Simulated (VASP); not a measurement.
A run of VASP 6.6.1 is set up as follows.

File INCAR:

```
  PREC = Accurate
  ENCUT = 520
  EDIFF = 1E-7
  ISMEAR = -1
  SIGMA = 0.08
  LREAL = False
  LASPH = True
  NELM = 100
  ALGO = Normal
  ISIF = 2
  LWAVE = False
  LCHARG = False
  GGA = CA
  NBANDS = 15
```

The input KPOINTS:

```
regular mesh
0
Gamma
  17 17 17
```

The input POSCAR:

```
TiC
1.0
    0.0000000000      1.8359656644      1.8359656644
    1.8359656644      0.0000000000      1.8359656644
    1.8359656644      1.8359656644      0.0000000000
Ti C
1 1
Direct
    0.0000000000      0.0000000000      0.0000000000
    0.5000000000      0.5000000000      0.5000000000
```

Potentials or basis: VASP PAW LDA potentials, release 64 (Ti_sv, C).

Command:

```sh
$ cat potpaw_LDA.64/Ti_sv/POTCAR potpaw_LDA.64/C/POTCAR > POTCAR
$ mpirun -np 1 vasp_std > vasp.out
```

(1) What does it give for the band gap on the k mesh?

(2) What does it give for the pressure?

Results:

(1) zero (band 8 reaches 17.23 eV, above the bottom of band 9 at 15.80 eV).

(2) 297.6 GPa.
